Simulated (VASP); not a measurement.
Input of a VASP 6.6.1 run:

POSCAR

```
BN
1.0
    0.0000000000      1.9491988555      1.7326212049
    1.9491988555      0.0000000000      1.7326212049
    1.9491988555      1.9491988555      0.0000000000
B N
1 1
Direct
    0.0000000000      0.0000000000      0.0000000000
    0.7500000000      0.7500000000      0.7500000000
```

File INCAR.step1:

```
SYSTEM = BN
PREC = Accurate
ENCUT = 520
ISMEAR = 0
SIGMA = 0.05
LREAL = .FALSE.
LASPH = .TRUE.
NELM = 80
NBANDS = 11
GGA = PE
ALGO = Normal
EDIFF = 1E-4
LWAVE = .TRUE.
LCHARG = .FALSE.
```

INCAR.step2

```
SYSTEM = BN
PREC = Accurate
ENCUT = 520
EDIFF = 1E-7
ISMEAR = 0
SIGMA = 0.05
LREAL = .FALSE.
LASPH = .TRUE.
NELM = 80
ALGO = Normal
ISIF = 2
LWAVE = .FALSE.
LCHARG = .FALSE.
METAGGA = R2SCAN
LMIXTAU = .TRUE.
NBANDS = 11
ISTART = 1
```

KPOINTS

```
regular mesh
0
G
  12 12 12
  0 0 0
```

Potentials or basis: VASP PAW PBE potentials, release 64 (B, N).

Command:

```sh
$ cat potpaw_PBE.64/B/POTCAR potpaw_PBE.64/N/POTCAR > POTCAR
$ cp INCAR.step1 INCAR
$ mpirun -np 1 vasp_std > vasp.out
$ cp INCAR.step2 INCAR
$ mpirun -np 1 vasp_std > vasp.out
```

What does it give for the band gap on the k mesh?

3.16 eV, indirect (least direct gap 7.98 eV).

Estimate the pressure.

-35.3 GPa.

Stress tensor (GPa, compression positive):
```
-54.48   0.00   0.00
  0.00 -54.48   0.00
  0.00   0.00   3.07
```

Caveat: the cell differs from its parent crystal (strain +0.080 along x and y, -0.040 along z); the PAW data sets were made with another functional, which shifts forces and pressure a little. A k mesh can miss the band edges.
